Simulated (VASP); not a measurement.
Here is a VASP 6.6.1 calculation.

The input INCAR:

```
PREC     = Accurate       # precision mode
ENCUT    = 520            # plane-wave cutoff, eV
EDIFF    = 1E-6           # SCF threshold, eV
ISMEAR   = -1             # smearing method
SIGMA    = 0.02           # smearing width, eV
LREAL    = False          # projectors in reciprocal space
LASPH    = True           # aspherical terms in the spheres
NELM     = 60             # most SCF steps
ALGO     = Normal         # electronic algorithm
ISIF     = 2              # what is computed and relaxed
LWAVE    = False          # write WAVECAR
LCHARG   = False          # write CHGCAR
GGA      = PE             # functional
NBANDS   = 20             # bands
```

File KPOINTS:

```
Automatic mesh
0
Gamma
  6 6 6
```

The input POSCAR:

```
Te2Pb
1.0
    2.1269962718      1.2280218701      6.2642067492
   -2.1269962718      1.2280218701      6.2642067492
    0.0000000000     -2.4560437402      6.2642067492
Pb Te
1 2
Direct
    0.0000000000      0.0000000000      0.0000000000
    0.2297518145      0.2297518145      0.2297518145
    0.7702481855      0.7702481855      0.7702481855
```

Potentials or basis: VASP PAW PBE potentials, release 64 (Pb_d, Te).

The run is started by

```sh
$ cat potpaw_PBE.64/Pb_d/POTCAR potpaw_PBE.64/Te/POTCAR > POTCAR
$ mpirun -np 1 vasp_std > vasp.out
```

Question: What does it give for the band gap on the k mesh?

Answer: Zero (bands 13 and 14 overlap by 0.80 eV).

Question: Estimate the largest force.

Answer: 0.194 eV/Å.

Question: Estimate the pressure.

Answer: 1.6 GPa.

Stress tensor (GPa, compression positive):
```
1.51 0.00 0.00
0.00 1.51 0.00
0.00 0.00 1.87
```

Caveat: spin-orbit coupling is left out, which moves the levels of the heavy elements.
